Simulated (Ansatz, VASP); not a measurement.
## Two plane-wave programs on LaHfO

```
La Hf O
1.0
     3.38937    0.00000    0.00000
     0.00000    3.38937    0.00000
     0.00000    0.00000    5.77474
La Hf O
1 1 1
Cartesian
  1.6947 1.6947 4.7830
  0.0000 0.0000 3.6677
  0.0000 0.0000 5.2948
```

Alike in both runs: task relaxation of cell and atoms; functional PBE; k mesh 6 × 6 × 4; occupations gaussian, width 0.2 eV; no spin polarisation.

|  | VASP | Ansatz |
| --- | --- | --- |
| version | VASP 6.6.1 | Ansatz 0.2.0 |
| potentials or method | VASP PAW PBE potentials, release 64 (La, Hf_pv, O), cutoff 600 eV | scalar-relativistic, plane waves, PAW |
| valence electrons in the cell | 27 | 43 |

|  | VASP | Ansatz | Ansatz less VASP |
| --- | --- | --- | --- |
| gap on the k mesh at the Fermi level, each at its own relaxed structure (eV) | none | none | - |
| relaxed volume (Å³/atom) | 19.72 | 19.71 | -0.013 |
| relaxed cell length with the largest relative difference (Å) | 4.281 | 4.303 | +0.0221 |

A gap of «none» marks a metal or a gap that the smearing closes. VASP's potentials hold 27 valence electrons a cell and Ansatz's 43, so a difference there can come from the potentials and not from the codes.

Neither program's run includes spin-orbit coupling.
